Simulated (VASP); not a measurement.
# KZnF3 (I4mm) in VASP: single point with PBE

Aim: the single point of KZnF3 with PBE.

Program: VASP 6.6.1. These are calculated values, not measurements. Logs are shortened: lines on timing, memory, paths and dates and some standing lists are left out, and cuts for length are marked.

## (1) The cell of the first run

The structure is tetragonal, space group I4mm (No. 107). The conventional cell has a = 3.944 Å, b = 3.944 Å, c = 11.076 Å, α = 90.00°, β = 90.00°, γ = 90.00°. Within 4.0 Å of K (site symmetry 4mm) lie 12 F at 2.79 to 3.70 Å and 5 Zn at 3.46 to 3.48 Å and 4 K at 3.94 Å. Within 2.6 Å of Zn (site symmetry 4mm) lie 5 F at 1.97 to 2.00 Å. Within 2.6 Å of F (site symmetry 4mm) lie 1 Zn at 1.97 Å. Within 2.6 Å of F (site symmetry 2mm) lie 2 Zn at 2.00 Å.

The cell was generated, and may not be a known phase.

## (2) Single point, PBE

The input, INCAR:

```
SYSTEM = KZnF3
  PREC = Accurate
  ENCUT = 600
  EDIFF = 1E-6
  ISMEAR = 0
  SIGMA = 0.1
  LREAL = .FALSE.
  LASPH = .TRUE.
  NELM = 120
  ALGO = Normal
  ISIF = 2
  LWAVE = .FALSE.
  LCHARG = .TRUE.
  GGA = PE
  LELF = .TRUE.
  LVHAR = .TRUE.
  NBANDS = 29
  GGA_COMPAT = .FALSE.
```

The input, KPOINTS:

```
Automatic mesh
0
G
  6 6 6
  0 0 0
```

The input, POSCAR:

```
KZnF3
1.0
   -1.9720538240      1.9720538240      5.5377658265
    1.9720538240     -1.9720538240      5.5377658265
    1.9720538240      1.9720538240     -5.5377658265
K Zn F
1 1 3
Direct
    0.9901796108      0.9901796108      0.0000000000
    0.6779072994      0.6779072994      0.0000000000
    0.5004033329      0.5004033329      0.0000000000
    0.7073068684      0.2073068684      0.5000000000
    0.2073068684      0.7073068684      0.5000000000
```

Potentials or basis: VASP PAW PBE potentials, release 64 (K_sv, Zn, F).

On the command line:

```
$ cat potpaw_PBE.64/K_sv/POTCAR potpaw_PBE.64/Zn/POTCAR potpaw_PBE.64/F/POTCAR > POTCAR
$ mpirun -np 1 vasp_std > vasp.out
```

OUTCAR:

```text
SYSTEM = KZnF3
   PREC = Accurate
   ENCUT = 600
   EDIFF = 1E-6
   ISMEAR = 0
   LREAL = .FALSE.
   LASPH = .TRUE.
   NELM = 120
   ISIF = 2
   GGA = PE

 ion  position               nearest neighbor table
   1  0.990  0.990  0.000-   3 2.79   3 2.79   3 2.79   3 2.79
   2  0.678  0.678  0.000-   3 1.97   4 2.00   5 2.00   4 2.00   5 2.00
   3  0.500  0.500  0.000-   2 1.97   1 2.79   1 2.79   1 2.79   1 2.79
   4  0.707  0.207  0.500-   2 2.00   2 2.00
   5  0.207  0.707  0.500-   2 2.00   2 2.00

  LATTYP: Found a body centered tetragonal cell.
 ALAT       =     3.9441076480
 C/A-ratio  =     2.8081210356

  Lattice vectors:

 A1 = (  -1.9720538240,   1.9720538240,   5.5377658265)
 A2 = (   1.9720538240,  -1.9720538240,   5.5377658265)
 A3 = (   1.9720538240,   1.9720538240,  -5.5377658265)

Analysis of symmetry for initial positions (statically):
=====================================================================
 Subroutine PRICEL returns:
 Original cell was already a primitive cell.

 Routine SETGRP: Setting up the symmetry group for a
 body centered tetragonal supercell.

 Subroutine GETGRP returns: Found  8 space group operations
 (whereof  8 operations were pure point group operations)
 out of a pool of 16 trial point group operations.

The static configuration has the point symmetry C_4v.

Analysis of symmetry for dynamics (positions and initial velocities):
=====================================================================
 Subroutine PRICEL returns:
 Original cell was already a primitive cell.

 Routine SETGRP: Setting up the symmetry group for a
 body centered tetragonal supercell.

 Subroutine GETGRP returns: Found  8 space group operations
 (whereof  8 operations were pure point group operations)
 out of a pool of 16 trial point group operations.

The dynamic configuration has the point symmetry C_4v.

 Subroutine INISYM returns: Found  8 space group operations
 (whereof  8 operations are pure point group operations),
 and found     1 'primitive' translations

----------------------------------------------------------------------------------------

                                     Primitive cell

  volume of cell :      86.1454

  direct lattice vectors                    reciprocal lattice vectors
    -1.972053824  1.972053824  5.537765827     0.000000000  0.253542776  0.090289119
     1.972053824 -1.972053824  5.537765827     0.253542776  0.000000000  0.090289119
     1.972053824  1.972053824 -5.537765827     0.253542776  0.253542776  0.000000000

  length of vectors
     6.200390546  6.200390546  6.200390546     0.269139488  0.269139488  0.358563632

  position of ions in fractional coordinates (direct lattice)
     0.990179611  0.990179611  0.000000000
     0.677907299  0.677907299  0.000000000
     0.500403333  0.500403333  0.000000000
     0.707306868  0.207306868  0.500000000
     0.207306868  0.707306868  0.500000000

  ion indices of the primitive-cell ions
   primitive index   ion index
                 1           1
                 2           2
                 3           3
                 4           4
                 5           5

----------------------------------------------------------------------------------------

 KPOINTS: Automatic mesh

Automatic generation of k-mesh.
 Grid dimensions read from file:
 generate k-points for:    6    6    6

 Generating k-lattice:

  Cartesian coordinates                     Fractional coordinates (reciprocal lattice)
     0.000000000  0.042257129  0.015048187     0.166666667  0.000000000  0.000000000
     0.042257129  0.000000000  0.015048187     0.000000000  0.166666667  0.000000000
     0.042257129  0.042257129  0.000000000     0.000000000  0.000000000  0.166666667

  Length of vectors
     0.044856581  0.044856581  0.059760605

  Shift w.r.t. Gamma in fractional coordinates (k-lattice)
     0.000000000  0.000000000  0.000000000

 Subroutine IBZKPT returns following result:
 ===========================================

 Found     30 irreducible k-points:

 Following reciprocal coordinates:
            Coordinates               Weight
  0.000000  0.000000  0.000000      1.000000
  0.166667  0.000000 -0.000000      8.000000
  0.333333  0.000000 -0.000000      8.000000
  0.500000  0.000000  0.000000      4.000000
  0.166667  0.166667 -0.000000      8.000000
  0.333333  0.166667 -0.000000     16.000000
[... 16 lines left out ...]
 -0.333333 -0.333333  0.166667      8.000000
 -0.166667 -0.333333  0.166667      8.000000
 [... further k-points ...]
   k-points           NKPTS =     30   k-points in BZ     NKDIM =     30   number of bands    NBANDS=     29
   number of dos      NEDOS =    301   number of ions     NIONS =      5
   total plane-waves  NPLWV = 125000
   dimension x,y,z NGX =    50 NGY =   50 NGZ =   50
   dimension x,y,z NGXF=   100 NGYF=  100 NGZF=  100
   ions per type =               1   1   3
   NGX,Y,Z   is equivalent  to a cutoff of  13.41, 13.41, 13.41 a.u.
   NGXF,Y,Z  is equivalent  to a cutoff of  26.81, 26.81, 26.81 a.u.
 SYSTEM =  KZnF3
   PREC   = accura    normal or accurate (medium, high low for compatibility)
   ISTART =      0    job   : 0-new  1-cont  2-samecut
   ICHARG =      2    charge: 1-file 2-atom 10-const
   ISPIN  =      1    spin polarized calculation?
   LNONCOLLINEAR =      F non collinear calculations
   LSORBIT =      F    spin-orbit coupling
   LASPH  =      T    aspherical Exc in radial PAW
   ENCUT  =  600.0 eV  44.10 Ry    6.64 a.u.  12.38 12.38 12.38*2*pi/ulx,y,z
   NELM   =    120;   NELMIN=  2; NELMDL= -5     # of ELM steps
   EDIFF  = 0.1E-05   stopping-criterion for ELM
   LREAL  =      F    real-space projection
   EDIFFG = 0.1E-04   stopping-criterion for IOM
   NSW    =      0    number of steps for IOM
   IBRION =     -1    ionic relax: 0-MD 1-quasi-New 2-CG
   NFREE  =      0    steps in history (QN), initial steepest desc. (CG)
   ISIF   =      2    stress and relaxation
   ISYM   =      2    0-nonsym 1-usesym 2-fastsym
   POTIM  = 0.5000    time-step for ionic-motion
   TEBEG  =    0.0;   TEEND  =   0.0 temperature during run
   PSTRESS=    0.0 pullay stress
   NELECT =      42.0000    total number of electrons
   NUPDOWN=      -1.0000    fix difference up-down
   EMIN   =  10.00;   EMAX   =-10.00  energy-range for DOS
   EFERMI =   0.00;   METHOD = LEGACY
   ISMEAR =     0;   SIGMA  =   0.10  broadening in eV -4-tet -1-fermi 0-gaus
   EFERMI_NEDOS =   21; number of points for ismear=-14 and -15
   IALGO  =     38    algorithm
   IMIX   =      4    mixing-type and parameters
     AMIX     =   0.40;   BMIX     =  1.00
     AMIX_MAG =   1.60;   BMIX_MAG =  1.00
  volume/ion in A,a.u.               =      17.23       116.27
  Fermi-wavevector in a.u.,A,eV,Ry     =   1.288489  2.434890 22.588429  1.660203
  Thomas-Fermi vector in A             =   2.420439
   LORBIT       =      0    0 simple, 1 ext, 2 COOP (PROOUT), +10 PAW based schemes
   GGA     = PE    functional components
   LHFCALC =     F    Hartree Fock is set to
   AEXX    =    0.0000 exact exchange contribution
   IVDW    =     0    specifies the selected vdW correction
   LEPSILON=     F    determine dielectric tensor
   LRPA    =     F    only Hartree local field effects (RPA)
 non-spin polarized calculation
 Gauss-broadening in eV      SIGMA  =   0.10
  energy-cutoff  :      600.00
  volume of cell :       86.15
 maximum number of plane-waves:      2906
 NGX is ok and might be reduce to    50
   NGX = 25   NGY = 25   NGZ = 25

 number of electron      41.9999998 magnetization

 Free energy of the ion-electron system (eV)
  ---------------------------------------------------
  ext. energy  EPLUGINS =         0.00000000
  ---------------------------------------------------
  free energy    TOTEN  =       -19.66074676 eV

  energy without entropy =      -19.66074676  energy(sigma->0) =      -19.66074676

 E-fermi :  -1.5115     XC(G=0):  -8.4322

 val. band max:       -1.9612088872   @ k =   0.5000   0.5000  -0.0000
 cond. band min:       1.1880823756   @ k =   0.0000   0.0000   0.0000
 fundamental gap:      3.1492912628
 Fermi energy:        -1.5115143818

 k-point     1 :       0.0000    0.0000    0.0000
  band No.  band energies     occupation
      1     -29.8037      2.00000
      2     -23.2945      2.00000
      3     -22.7389      2.00000
      4     -22.6033      2.00000
      5     -13.3575      2.00000
      6     -13.1991      2.00000
[... 21 lines left out ...]
     28       8.6007      0.00000
     29       9.0407      0.00000

 k-point     2 :       0.1667    0.0000   -0.0000
  band No.  band energies     occupation
      1     -29.7988      2.00000
      2     -23.2500      2.00000
      3     -22.7651      2.00000
      4     -22.6101      2.00000
      5     -13.3506      2.00000
      6     -13.2191      2.00000
[... 21 lines left out ...]
     28       8.6735      0.00000
     29       9.0777      0.00000

 k-point     3 :       0.3333    0.0000   -0.0000
  band No.  band energies     occupation
      1     -29.7892      2.00000
      2     -23.1355      2.00000
      3     -22.8437      2.00000
      4     -22.6228      2.00000
      5     -13.3367      2.00000
      6     -13.2584      2.00000
[... 21 lines left out ...]
     28       8.9194      0.00000
     29       9.1463      0.00000

 k-point     4 :       0.5000    0.0000    0.0000
  band No.  band energies     occupation
      1     -29.7844      2.00000
      2     -23.0282      2.00000
      3     -22.9332      2.00000
      4     -22.6288      2.00000
      5     -13.3296      2.00000
      6     -13.2778      2.00000
[... 597 lines left out ...]
     28       9.1333      0.00000
     29       9.1535      0.00000

 k-point    23 :      -0.3333   -0.3333    0.1667
  band No.  band energies     occupation
      1     -29.7942      2.00000
      2     -23.2071      2.00000
      3     -22.7860      2.00000
      4     -22.6179      2.00000
      5     -13.3366      2.00000
      6     -13.2443      2.00000
[... 21 lines left out ...]
     28       8.9480      0.00000
     29       9.2849      0.00000

 k-point    24 :      -0.1667   -0.3333    0.1667
  band No.  band energies     occupation
      1     -29.7987      2.00000
      2     -23.2490      2.00000
      3     -22.7653      2.00000
      4     -22.6123      2.00000
      5     -13.3443      2.00000
      6     -13.2193      2.00000
[... 21 lines left out ...]
     28       8.7967      0.00000
     29       9.0863      0.00000

 [... further k-points ...]

------------------------ aborting loop because EDIFF is reached ----------------------------------------

  FORCE on cell =-STRESS in cart. coord.  units (eV):
  Direction    XX          YY          ZZ          XY          YZ          ZX
  --------------------------------------------------------------------------------------
  -------------------------------------------------------------------------------------
  Total       -0.0930873     -0.0930873      0.4449273      0.0000000      0.0000000      0.0000000
  in kB       -1.7312862     -1.7312862      8.2749906      0.0000000      0.0000000      0.0000000
  external PRESSURE =       1.6041394 kB  Pullay stress =       0.0000000 kB

 VOLUME and BASIS-vectors are now :
 -----------------------------------------------------------------------------
  energy-cutoff  :      600.00
  volume of cell :       86.15
      direct lattice vectors                 reciprocal lattice vectors
    -1.972053824  1.972053824  5.537765827     0.000000000  0.253542776  0.090289119
     1.972053824 -1.972053824  5.537765827     0.253542776  0.000000000  0.090289119
     1.972053824  1.972053824 -5.537765827     0.253542776  0.253542776  0.000000000

 POSITION                                       TOTAL-FORCE (eV/Angst)
 -----------------------------------------------------------------------------------
      0.00000      0.00000     10.96677        -0.000000     -0.000000      0.046110
      0.00000      0.00000      7.50818         0.000000      0.000000      0.006981
      0.00000      0.00000      5.54223         0.000000      0.000000     -0.119898
      0.00000      1.97205      2.29603         0.000000     -0.000000      0.033403
      1.97205      0.00000      2.29603        -0.000000      0.000000      0.033403
 -----------------------------------------------------------------------------------
    total drift:                                0.000002      0.000002      0.001106

  FREE ENERGIE OF THE ION-ELECTRON SYSTEM (eV)
  ---------------------------------------------------
  free  energy   TOTEN  =       -19.6607467622 eV

  energy  without entropy=      -19.6607467622  energy(sigma->0) =      -19.66074676
```

Wall time 8 min (1 thread of Intel Xeon 8259CL, shared host); peak memory 0.37 GiB.

Results:

| Item | Value |
| --- | --- |
| Free energy | -19.6607 eV |
| Pressure | 0.2 GPa |
| Largest force | 0.120 eV/Å |
| Band gap on the k mesh | 3.15 eV (least direct gap 4.39 eV) |

Forces in eV/Å, atoms in the order of the input:
```
K    0.000  0.000  0.046
Zn   0.000  0.000  0.007
F    0.000  0.000 -0.120
F    0.000  0.000  0.033
F    0.000  0.000  0.033
```

Stress tensor (GPa, compression positive):
```
-0.17  0.00  0.00
 0.00 -0.17  0.00
 0.00  0.00  0.83
```

Levels at points of the mesh, in eV from the valence-band top:
| k point | band 19 | band 20 | band 21 | band 22 | band 23 | band 24 |
| --- | --- | --- | --- | --- | --- | --- |
| (0.00, 0.00, 0.00) | -1.51 | -1.51 | -1.24 | 3.15 | 7.46 | 8.11 |
| (0.50, 0.00, 0.00) | -1.75 | -1.45 | -1.12 | 5.97 | 7.72 | 8.45 |
| (0.50, 0.50, 0.00) | -1.52 | -1.03 | 0.00 | 7.52 | 7.83 | 8.10 |
| (0.50, 0.50, 0.50) | -1.53 | -1.53 | -1.48 | 4.06 | 6.16 | 7.91 |

A k mesh can miss the band edges.
